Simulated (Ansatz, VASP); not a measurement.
## SrCl2 in VASP and in Ansatz

```
Sr Cl
1.0
     0.00000    3.48835    3.48835
     3.48835    0.00000    3.48835
     3.48835    3.48835    0.00000
Sr Cl
1 2
Direct
  0.00000 0.00000 0.00000
  0.75000 0.75000 0.75000
  0.25000 0.25000 0.25000
```

Alike in both runs: functional LDA; k mesh 6 × 6 × 6; no spin polarisation.

|  | VASP | Ansatz |
| --- | --- | --- |
| version | VASP 6.6.1 | Ansatz 0.2.0 |
| potentials or method | VASP PAW LDA potentials, release 64 (Sr_sv, Cl) | Ansatz PAW |
| plane-wave cutoff (eV) | 520 | 420 |
| occupations | gaussian, width 0.01 eV | fixed |
| valence electrons in the cell | 24 | 24 |
| task | single point | band structure |

VASP gave:

| Item | Value |
| --- | --- |
| gap on the k mesh at the Fermi level (eV) | 4.89 |
| least direct gap on the mesh (eV) | 5.15 |
| pressure (GPa) | -2.7 |

Estimate Ansatz's values.

gap on the k mesh at the Fermi level (eV): 4.88; least direct gap on the mesh (eV): 5.16; pressure (GPa): -2.8.

LDA's correlation is that of Perdew and Zunger in VASP and of Perdew and Wang (1992) in Ansatz.
